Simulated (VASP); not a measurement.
Input of a VASP 6.6.1 run:

The input INCAR:

```
PREC = Accurate
ENCUT = 520
EDIFF = 1E-6
ISMEAR = 0
SIGMA = 0.1
LREAL = F
LASPH = T
NELM = 100
ALGO = Fast
ISIF = 2
LWAVE = F
LCHARG = T
GGA = PS
LELF = T
LVHAR = T
NBANDS = 20
```

Contents of KPOINTS:

```
regular mesh
0
Gamma
  3 3 2
```

POSCAR

```
Cs
1.0
    7.1398940169      0.0000000001      0.0000000000
   -3.5699470085      6.1833295989      0.0000000000
    0.0000000000      0.0000000000      7.8595907683
Cs
3
Direct
    0.3354197359      0.0000000000      0.3333333333
    0.0000000000      0.3354197359      0.6666666667
    0.6645802641      0.6645802641      0.0000000000
```

Potentials or basis: VASP PAW PBE potentials, release 64 (Cs_sv).

The run is started by

```console
$ cat potpaw_PBE.64/Cs_sv/POTCAR > POTCAR
$ mpirun -np 1 vasp_std > vasp.out
```

(1) Estimate the largest force.

(2) Predict the pressure.

Answers

(1) 0.008 eV/Å.

(2) 0.0 GPa.

Caveat: the k points lie up to 0.40 Å⁻¹ apart; the PAW data sets were made with another functional, which shifts forces and pressure a little.
